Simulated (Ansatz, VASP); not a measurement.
## KTaO3 in VASP and in Ansatz

The input INCAR:

```
  PREC = Accurate
  ENCUT = 520
  EDIFF = 1E-7
  ISMEAR = 0
  SIGMA = 0.05
  LREAL = False
  LASPH = True
  NELM = 80
  ALGO = Normal
  ISIF = 2
  LWAVE = False
  LCHARG = False
  GGA = PS
  NBANDS = 27
```

File KPOINTS:

```
regular mesh
0
Gamma
  8 8 8
```

POSCAR

```
KTaO3
1.0
    4.2103174618      0.0000000000      0.0000000000
    0.0000000000      4.2103174618      0.0000000000
    0.0000000000      0.0000000000      3.5787698425
K Ta O
1 1 3
Direct
    0.5000000000      0.5000000000      0.5000000000
    0.0000000000      0.0000000000      0.0000000000
    0.5000000000      0.0000000000      0.0000000000
    0.0000000000      0.5000000000      0.0000000000
    0.0000000000      0.0000000000      0.5000000000
```

Input for Ansatz:

```yaml
crystal:
  lattice:
    - [4.2103174618, 0.0, 0.0]
    - [0.0, 4.2103174618, 0.0]
    - [0.0, 0.0, 3.5787698425]
  atoms:
    - { symbol: K, position: [0.5, 0.5, 0.5] }
    - { symbol: Ta, position: [0.0, 0.0, 0.0] }
    - { symbol: O, position: [0.5, 0.0, 0.0] }
    - { symbol: O, position: [0.0, 0.5, 0.0] }
    - { symbol: O, position: [0.0, 0.0, 0.5] }
basis:
  ecutwfc: 420
kpoints:
  mp_grid: { grid: [8, 8, 8] }
hamiltonian:
  xc: pbesol
scf:
  occupations: { method: gaussian, width: 0.05 }
output:
  forces: true
  stress: true
  eigenvalues: true
```

Alike in both runs: task single point; functional PBEsol; k mesh 8 × 8 × 8; occupations gaussian, width 0.05 eV; no spin polarisation.

|  | VASP | Ansatz |
| --- | --- | --- |
| version | VASP 6.6.1 | Ansatz 0.2.0 |
| potentials or method | VASP PAW PBE potentials, release 64 (K_sv, Ta_pv, O), cutoff 520 eV | scalar-relativistic, plane waves, PAW |
| valence electrons in the cell | 38 | 40 |

VASP gave:

* gap on the k mesh at the Fermi level (eV): 1.77
* least direct gap on the mesh (eV): 2.16
* pressure (GPa): 11.4
* traceless stress, the component that is largest in VASP (GPa): 54.34

Task: Estimate Ansatz's values.

Result: gap on the k mesh at the Fermi level (eV): 1.81; least direct gap on the mesh (eV): 2.21; pressure (GPa): 10.5; traceless stress, the component that is largest in VASP (GPa): 53.46.

VASP's potentials were made for PBE, not for PBEsol. VASP's potentials hold 38 valence electrons a cell and Ansatz's 40, so a difference there can come from the potentials and not from the codes.

Spin-orbit coupling is off throughout.
